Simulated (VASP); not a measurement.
**Sb: single point with PBEsol**

Sb:

```xyz
1
Lattice="-1.5765 1.5765 2.7119 1.5765 -1.5765 2.7119 1.5765 1.5765 -2.7119" Properties=species:S:1:pos:R:3 pbc="T T T"
Sb    0.0000    0.0000    0.0000
```

* Program: VASP 6.6.1
* Task: single point
* Functional: PBEsol
* Potentials or basis: VASP PAW PBE potentials, release 64 (Sb)
* Cutoff: 520 eV
* k mesh: 12 × 12 × 12
* Occupations: gaussian, width 0.05 eV
* Spin: no spin polarisation

```yaml
Pressure: -1.3 GPa
```

Stress tensor (GPa, compression positive):
```
-1.11  0.00  0.00
 0.00 -1.11  0.00
 0.00  0.00 -1.60
```

Levels at points of the mesh, in eV from the Fermi level:
| k point | band 1 | band 2 | band 3 | band 4 | band 5 | band 6 |
| --- | --- | --- | --- | --- | --- | --- |
| (0.00, 0.00, 0.00) | -12.97 | 4.63 | 5.42 | 5.42 | 9.40 | 10.64 |
| (0.50, 0.00, 0.00) | -9.15 | -5.83 | 1.76 | 5.36 | 6.10 | 10.20 |
| (0.50, 0.50, 0.00) | -6.67 | -4.41 | -1.03 | 0.57 | 3.43 | 4.35 |
| (0.50, 0.50, 0.50) | -9.29 | -5.69 | 2.10 | 2.10 | 5.89 | 6.07 |

It took 34 s on 1 thread of Intel(R) Xeon(R) Platinum 8375C CPU @ 2.90GHz (Ice Lake), with other jobs on the host, peak memory 0.17 GiB.

Caveat: the PAW data sets were made with another functional, which shifts forces and pressure a little; spin-orbit coupling is left out, which moves the levels of the heavy elements.
